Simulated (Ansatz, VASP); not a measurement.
**SrO: VASP beside Ansatz**

INCAR

```
SYSTEM = SrO
ALGO = Normal ; EDIFF = 1E-7
ENCUT = 520 ; GGA = PS
ISIF = 2 ; ISMEAR = 1
LASPH = .True. ; LCHARG = .False.
LREAL = .False. ; LWAVE = .False.
NBANDS = 24 ; NELM = 100
PREC = Accurate ; SIGMA = 0.05
```

Contents of KPOINTS:

```
k-points
0
Gamma
  6 6 4
  0 0 0
```

The input POSCAR:

```
SrO
1.0
    4.2700309501      0.0000000000      0.0000000000
   -2.1350154750      3.6979552777      0.0000000000
    0.0000000000      0.0000000000      5.1444468281
Sr O
2 2
Direct
    0.3333333333      0.6666666667     -0.0625000000
    0.6666666667      0.3333333333      0.4375000000
    0.3333333333      0.6666666667      0.4375000000
    0.6666666667      0.3333333333      0.9375000000
```

Input for Ansatz:

```yaml
crystal:
  lattice:
    - [4.2700309501, 0.0, 0.0]
    - [-2.135015475, 3.6979552777, 0.0]
    - [0.0, 0.0, 5.1444468281]
  atoms:
    - { symbol: Sr, position: [0.3333333333, 0.6666666667, -0.0625] }
    - { symbol: Sr, position: [0.6666666667, 0.3333333333, 0.4375] }
    - { symbol: O, position: [0.3333333333, 0.6666666667, 0.4375] }
    - { symbol: O, position: [0.6666666667, 0.3333333333, 0.9375] }
kpoints:
  mp_grid: { grid: [6, 6, 4] }
hamiltonian:
  xc: pbesol
scf:
  occupations: { method: methfessel_paxton, width: 0.05 }
  n_extra_bands: 5
output:
  forces: true
  stress: true
  eigenvalues: true
```

Alike in both runs: task single point; functional PBEsol; k mesh 6 × 6 × 4; occupations methfessel-paxton of order 1, width 0.05 eV; no spin polarisation.

|  | VASP | Ansatz |
| --- | --- | --- |
| version | VASP 6.6.1 | Ansatz 0.2.0 |
| potentials or method | VASP PAW PBE potentials, release 64 (Sr_sv, O) | plane waves |
| plane-wave cutoff (eV) | 520 | 420 |
| valence electrons in the cell | 32 | 32 |

```tsv
	VASP	Ansatz	Ansatz less VASP
gap on the k mesh at the Fermi level (eV)	2.51	2.53	+0.020
pressure (GPa)	-1.2	-1.7	-0.50
```

VASP's potentials were made for PBE, not for PBEsol. With one functional, cell and mesh, what is left measures potentials, basis and numerics.
